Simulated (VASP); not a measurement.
Write the native input for VASP 6.6.1 that does the following.

| Quantity | Value |
| --- | --- |
| Task | single point |
| Functional | r2SCAN |
| Potentials or basis | VASP PAW PBE potentials, release 64 (Ca_sv, O) |
| Cutoff | 520 eV |
| k mesh | 6 × 6 × 6 |
| Occupations | gaussian, width 0.01 eV |
| Spin | no spin polarisation |
| Dipole correction | no |
| Further INCAR settings | ALGO = Normal; EDIFF = 1e-07; NBANDS = 15 |

CaO:

```
Ca O
1.0
     0.00000    2.39755    2.39755
     2.39755    0.00000    2.39755
     2.39755    2.39755    0.00000
Ca O
1 1
Direct
  0.00000 0.00000 0.00000
  0.50000 0.50000 0.50000
```

The input as run:

POSCAR

```
CaO
1.0
    0.0000000000      2.3975523198      2.3975523198
    2.3975523198      0.0000000000      2.3975523198
    2.3975523198      2.3975523198      0.0000000000
Ca O
1 1
Direct
    0.0000000000      0.0000000000      0.0000000000
    0.5000000000      0.5000000000      0.5000000000
```

INCAR.step1

```
  ALGO = Normal
  EDIFF = 1E-4
  ENCUT = 520
  GGA = PE
  ISMEAR = 0
  LASPH = True
  LCHARG = False
  LREAL = False
  LWAVE = True
  NBANDS = 15
  NELM = 100
  PREC = Accurate
  SIGMA = 0.01
```

INCAR.step2

```
  ALGO = Normal
  EDIFF = 1E-7
  ENCUT = 520
  ISIF = 2
  ISMEAR = 0
  ISTART = 1
  LASPH = True
  LCHARG = True
  LELF = True
  LMIXTAU = True
  LREAL = False
  LVHAR = True
  LWAVE = False
  METAGGA = R2SCAN
  NBANDS = 15
  NELM = 100
  PREC = Accurate
  SIGMA = 0.01
```

KPOINTS

```
k-points
0
Gamma
  6 6 6
```

Potentials or basis: VASP PAW PBE potentials, release 64 (Ca_sv, O).

Run with:

```sh
$ cat potpaw_PBE.64/Ca_sv/POTCAR potpaw_PBE.64/O/POTCAR > POTCAR
$ cp INCAR.step1 INCAR
$ mpirun -np 1 vasp_std > vasp.out
$ cp INCAR.step2 INCAR
$ mpirun -np 1 vasp_std > vasp.out
```

Results of the run:

| Quantity | Value |
| --- | --- |
| Pressure | 1.1 GPa |
| Band gap on the k mesh | 4.19 eV, indirect (least direct gap 4.56 eV) |

Caveat: the PAW data sets were made with another functional, which shifts forces and pressure a little.

Run time: 20 s on 1 thread of Intel(R) Xeon(R) 6975P-C (Granite Rapids), with other jobs on the host, peak memory 0.16 GiB.
